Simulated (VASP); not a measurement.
Here is a VASP 6.6.1 calculation.

The input POSCAR:

```
CO
1.0
    7.7417530000      0.0000000000      0.0000000000
    0.0000000000      7.7417530000      0.0000000000
    0.0000000000      0.0000000000      7.7417530000
O C
8 8
Direct
    0.8812345214      0.2991828853      0.6174699709
    0.4670001742      0.1829172282      0.1509218907
    0.7327797722      0.7746824266      0.7387344959
    0.1732553338      0.8208218475      1.0385503128
    0.4499110214      0.4315947564      0.6242126299
    0.3615331050      0.0179804238      0.5510638224
    0.9045625713      0.2874155246      0.0413213906
    0.8044431281      0.8452995077      0.3002937448
    0.8885067762      0.3931926012      0.5121579053
    0.3791260196      0.1779054434      0.0363741907
    0.6892366625      0.8801107449      0.8295020521
    0.1087479799      0.8794003115      0.9222588217
    0.3680432584      0.5488291864      0.6616072613
    0.2373880954      0.0686666185      0.4965929551
    0.8475728947      0.4230178876      0.0225013637
    0.6821452454      0.7700194000      0.3146444998
```

The input INCAR.step1:

```
ALGO = Normal
EDIFF = 1E-4
ENCUT = 520
GGA = PE
ISMEAR = -1
LASPH = True
LCHARG = False
LREAL = Auto
LWAVE = True
NBANDS = 54
NELM = 100
PREC = Accurate
SIGMA = 0.05
```

File INCAR.step2:

```
ALGO = Normal
EDIFF = 1E-6
ENCUT = 520
ISIF = 2
ISMEAR = -1
ISTART = 1
IVDW = 12
LASPH = True
LCHARG = False
LMIXTAU = True
LREAL = Auto
LWAVE = False
METAGGA = R2SCAN
NBANDS = 54
NELM = 100
PREC = Accurate
SIGMA = 0.05
VDW_A1 = 0.49484001
VDW_A2 = 5.73083694
VDW_S6 = 1.0
VDW_S8 = 0.78981345
```

KPOINTS

```
k-points
0
Gamma
  1 1 1
```

Potentials or basis: VASP PAW PBE potentials, release 64 (O, C).

Command:

```bash
$ cat potpaw_PBE.64/O/POTCAR potpaw_PBE.64/C/POTCAR > POTCAR
$ cp INCAR.step1 INCAR
$ mpirun -np 1 vasp_gam > vasp.out
$ cp INCAR.step2 INCAR
$ mpirun -np 1 vasp_gam > vasp.out
```

Task: Predict the pressure.

Result: 1.2 GPa.

Task: What does it give for the largest force?

Result: 5.644 eV/Å.

Task: What does it give for the dispersion energy per atom?

Result: -0.024 eV.

Stress tensor (GPa, compression positive):
```
 1.14  0.56  0.64
 0.56  0.46 -1.18
 0.64 -1.18  2.01
```

Caveat: the k points lie up to 0.81 Å⁻¹ apart; the PAW data sets were made with another functional, which shifts forces and pressure a little.
